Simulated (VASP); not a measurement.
# MgS in VASP: a series of runs

MgS is run at these levels: PBEsol; tasks: electric field gradients.

Everything below comes from runs of VASP 6.6.1. Logs are shortened: lines on timing, memory, paths and dates and some standing lists are left out, and cuts for length are marked.

### 1 The cell of the first run

It takes space group Fm-3m (No. 225, cubic). Conventional cell: a = 5.203 Å, b = 5.203 Å, c = 5.203 Å, α = 90.00°, β = 90.00°, γ = 90.00°. Within 3.4 Å of Mg (site symmetry m-3m) lie 6 S at 2.60 Å. Within 3.4 Å of S (site symmetry m-3m) lie 6 Mg at 2.60 Å.

### 2 Electric field gradients, PBEsol

File INCAR:

```
PREC     = Accurate       # precision mode
ENCUT    = 520            # plane-wave cutoff, eV
EDIFF    = 1E-8           # SCF threshold, eV
ISMEAR   = -1             # smearing method
SIGMA    = 0.03           # smearing width, eV
LREAL    = False          # projectors in reciprocal space
LASPH    = True           # aspherical terms in the spheres
NELM     = 80             # most SCF steps
ALGO     = Normal         # electronic algorithm
ISIF     = 2              # what is computed and relaxed
LWAVE    = False          # write WAVECAR
LCHARG   = False          # write CHGCAR
GGA      = PS             # functional
LEFG     = True         
NBANDS   = 11             # bands
```

File KPOINTS:

```
Automatic mesh
0
Gamma
  10 10 10
```

File POSCAR:

```
MgS
1.0
    0.0000000000      2.6016500000      2.6016500000
    2.6016500000      0.0000000000      2.6016500000
    2.6016500000      2.6016500000      0.0000000000
Mg S
1 1
Direct
    0.0000000000      0.0000000000      0.0000000000
    0.5000000000      0.5000000000      0.5000000000
```

Potentials or basis: VASP PAW PBE potentials, release 64 (Mg, S).

The run is started by

```sh
cat potpaw_PBE.64/Mg/POTCAR potpaw_PBE.64/S/POTCAR > POTCAR
mpirun -np 1 vasp_std > vasp.out
```

OUTCAR:

```text
PREC = Accurate
   ENCUT = 520
   EDIFF = 1E-8
   ISMEAR = -1
   LREAL = False
   LASPH = True
   NELM = 80
   ISIF = 2
   GGA = PS

 ion  position               nearest neighbor table
   1  0.000  0.000  0.000-   2 2.60   2 2.60   2 2.60   2 2.60   2 2.60   2 2.60
   2  0.500  0.500  0.500-   1 2.60   1 2.60   1 2.60   1 2.60   1 2.60   1 2.60

  LATTYP: Found a face centered cubic cell.
 ALAT       =     5.2033000000

  Lattice vectors:

 A1 = (   0.0000000000,   2.6016500000,   2.6016500000)
 A2 = (   2.6016500000,   0.0000000000,   2.6016500000)
 A3 = (   2.6016500000,   2.6016500000,   0.0000000000)

Analysis of symmetry for initial positions (statically):
=====================================================================
 Subroutine PRICEL returns:
 Original cell was already a primitive cell.

 Routine SETGRP: Setting up the symmetry group for a
 face centered cubic supercell.

 Subroutine GETGRP returns: Found 48 space group operations
 (whereof 48 operations were pure point group operations)
 out of a pool of 48 trial point group operations.

The static configuration has the point symmetry O_h .

Analysis of symmetry for dynamics (positions and initial velocities):
=====================================================================
 Subroutine PRICEL returns:
 Original cell was already a primitive cell.

 Routine SETGRP: Setting up the symmetry group for a
 face centered cubic supercell.

 Subroutine GETGRP returns: Found 48 space group operations
 (whereof 48 operations were pure point group operations)
 out of a pool of 48 trial point group operations.

The dynamic configuration has the point symmetry O_h .

 Subroutine INISYM returns: Found 48 space group operations
 (whereof 48 operations are pure point group operations),
 and found     1 'primitive' translations

----------------------------------------------------------------------------------------

                                     Primitive cell

  volume of cell :      35.2190

  direct lattice vectors                    reciprocal lattice vectors
     0.000000000  2.601650000  2.601650000    -0.192185728  0.192185728  0.192185728
[... 127 lines left out ...]
  ext. energy  EPLUGINS =         0.00000000
  ---------------------------------------------------
  free energy    TOTEN  =        -9.07357557 eV

  energy without entropy =       -9.07357557  energy(sigma->0) =       -9.07357557

 E-fermi :   4.2594     XC(G=0):  -9.8366

 val. band max:        3.6749200900   @ k =   0.0000   0.0000   0.0000
 cond. band min:       6.3794696772   @ k =   0.5000   0.5000   0.0000
 fundamental gap:      2.7045495872
 Fermi energy:         4.2593678737

 k-point     1 :       0.0000    0.0000    0.0000
  band No.  band energies     occupation
      1      -9.0082      2.00000
      2       3.6749      2.00000
      3       3.6749      2.00000
      4       3.6749      2.00000
      5       7.2682      0.00000
      6      11.5294      0.00000
      7      11.5294      0.00000
      8      11.5294      0.00000
      9      13.9865      0.00000
     10      13.9865      0.00000
     11      15.9716      0.00000
[... 309 lines left out ...]
 k-point    24 :       0.4000    0.3000    0.0000
  band No.  band energies     occupation
      1      -7.7075      2.00000
      2       0.0249      2.00000
      3       2.0101      2.00000
      4       2.2901      2.00000
      5       7.5439      0.00000
      6       8.7684      0.00000
      7      13.0584      0.00000
      8      14.1306      0.00000
      9      15.6723      0.00000
     10      16.9070      0.00000
     11      20.2448      0.00000

 [... further k-points ...]
[... 5 lines left out ...]
  --------------------------------------------------------------------------------------
  -------------------------------------------------------------------------------------
  Total       -0.2498133     -0.2498133     -0.2498133      0.0000000      0.0000000     -0.0000000
  in kB      -11.3644774    -11.3644774    -11.3644774      0.0000000      0.0000000     -0.0000000
  external PRESSURE =     -11.3644774 kB  Pullay stress =       0.0000000 kB

 VOLUME and BASIS-vectors are now :
 -----------------------------------------------------------------------------
  energy-cutoff  :      520.00
  volume of cell :       35.22
      direct lattice vectors                 reciprocal lattice vectors
     0.000000000  2.601650000  2.601650000    -0.192185728  0.192185728  0.192185728
     2.601650000  0.000000000  2.601650000     0.192185728 -0.192185728  0.192185728
     2.601650000  2.601650000  0.000000000     0.192185728  0.192185728 -0.192185728

 POSITION                                       TOTAL-FORCE (eV/Angst)
 -----------------------------------------------------------------------------------
      0.00000      0.00000      0.00000        -0.000000     -0.000000     -0.000000
      2.60165      2.60165      2.60165         0.000000      0.000000      0.000000
 -----------------------------------------------------------------------------------
    total drift:                                0.000000      0.000000      0.000000

  FREE ENERGIE OF THE ION-ELECTRON SYSTEM (eV)
  ---------------------------------------------------
  free  energy   TOTEN  =        -9.0735755721 eV

  energy  without entropy=       -9.0735755721  energy(sigma->0) =       -9.07357557

 Electric field gradients (V/A^2)
---------------------------------------------------------------------
 ion       V_xx      V_yy      V_zz      V_xy      V_xz      V_yz
---------------------------------------------------------------------
   1       0.000     0.000     0.000     0.000     0.000     0.000
   2       0.000    -0.000     0.000    -0.000    -0.000    -0.000
---------------------------------------------------------------------

 Electric field gradients after diagonalization (V/A^2)
 (convention: |V_zz| > |V_xx| > |V_yy|)
----------------------------------------------------------------------
 ion       V_xx      V_yy      V_zz     asymmetry (V_yy - V_xx)/ V_zz
----------------------------------------------------------------------
   1      -0.000    -0.000     0.000       0.000
   2       0.000     0.000    -0.001       0.000
----------------------------------------------------------------------

           NMR quadrupolar parameters

 Cq : quadrupolar parameter    Cq=e*Q*V_zz/h
 eta: asymmetry parameters     (V_yy - V_xx)/ V_zz
 Q  : nuclear electric quadrupole moment in mb (millibarn)
----------------------------------------------------------------------
 ion       Cq(MHz)       eta       Q (mb)
----------------------------------------------------------------------
   1       0.000       0.000       1.000
   2      -0.000       0.000       1.000
----------------------------------------------------------------------
```

OSZICAR:

```text
N       E                     dE             d eps       ncg     rms          rms(c)
DAV:   1     0.213714430994E+02    0.21371E+02   -0.36074E+03  1082   0.593E+02
DAV:   2    -0.807956240640E+01   -0.29451E+02   -0.28013E+02  1374   0.102E+02
DAV:   3    -0.943647402154E+01   -0.13569E+01   -0.13546E+01  1287   0.229E+01
DAV:   4    -0.944404551614E+01   -0.75715E-02   -0.75706E-02  1208   0.202E+00
DAV:   5    -0.944410982206E+01   -0.64306E-04   -0.64305E-04  1311   0.186E-01    0.411E+00
DAV:   6    -0.911737797020E+01    0.32673E+00   -0.69223E-01  1169   0.323E+00    0.310E+00
DAV:   7    -0.907650707364E+01    0.40871E-01   -0.18254E-01  1244   0.180E+00    0.192E+00
DAV:   8    -0.907380237622E+01    0.27047E-02   -0.10315E-02  1139   0.584E-01    0.732E-01
DAV:   9    -0.907358657176E+01    0.21580E-03   -0.49692E-04  1195   0.123E-01    0.320E-01
DAV:  10    -0.907357568416E+01    0.10888E-04   -0.15804E-04  1196   0.555E-02    0.668E-03
DAV:  11    -0.907357586325E+01   -0.17910E-06   -0.19825E-06  1230   0.855E-03    0.179E-02
DAV:  12    -0.907357564238E+01    0.22087E-06   -0.28780E-07  1222   0.287E-03    0.303E-03
DAV:  13    -0.907357557412E+01    0.68256E-07   -0.48981E-08  1193   0.925E-04    0.240E-04
DAV:  14    -0.907357557213E+01    0.19893E-08   -0.69962E-10   664   0.184E-04
   1 F= -.90735756E+01 E0= -.90735756E+01  d E =-.279751E-10
```

stdout:

```text
POSCAR found type information on POSCAR MgS
 POSCAR found :  2 types and       2 ions
 scaLAPACK will be used
 -----------------------------------------------------------------------------
|                                                                             |
|                                                                             |
|     You enforced a specific xc type in the INCAR file but a different       |
|     I HOPE YOU KNOW WHAT YOU ARE DOING!                                     |
|                                                                             |
 -----------------------------------------------------------------------------

 LDA part: xc-table for (Slater+PW92), standard interpolation
 POSCAR, INCAR and KPOINTS ok, starting setup
 FFT: planning ... GRIDC
 FFT: planning ... GRID_SOFT
 FFT: planning ... GRID
 WAVECAR not read
 entering main loop
ion   1

ion   2
```

Wall time 17 s (1 thread of Intel Xeon Platinum 8488C (Sapphire Rapids), shared host); peak memory 0.16 GiB.

Results:

* Free energy: -9.0736 eV
* Pressure: -1.1 GPa
* Band gap on the k mesh: 2.70 eV, indirect (least direct gap 3.59 eV)

Caveat: without QUAD_EFG the Cq values of the log hold for a quadrupole moment of 1 mb, not for the nuclei; the PAW data sets were made with another functional, which shifts forces and pressure a little.

(Continued in part 2 of 2.)
